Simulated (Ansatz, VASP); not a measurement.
## Al in VASP and in Ansatz

```
CELL_PARAMETERS angstrom
0.00000 2.02073 2.02073
2.02073 0.00000 2.02073
2.02073 2.02073 0.00000
ATOMIC_POSITIONS crystal
Al 0.00000 0.00000 0.00000
```

Alike in both runs: task single point; functional r2SCAN; k mesh 18 × 18 × 18; occupations gaussian, width 0.1 eV; no spin polarisation.

```csv
,VASP,Ansatz
version,VASP 6.6.1,Ansatz 0.2.0
potentials or method,"VASP PAW PBE potentials, release 64 (Al), cutoff 520 eV","scalar-relativistic, plane waves, PAW"
valence electrons in the cell,3,3
```

|  | VASP | Ansatz | Ansatz less VASP |
| --- | --- | --- | --- |
| gap on the k mesh at the Fermi level (eV) | none | none | - |
| pressure (GPa) | -3.4 | -3.1 | +0.29 |

VASP's potentials were made for PBE, not for r2SCAN. A gap of «none» marks a metal or a gap that the smearing closes.
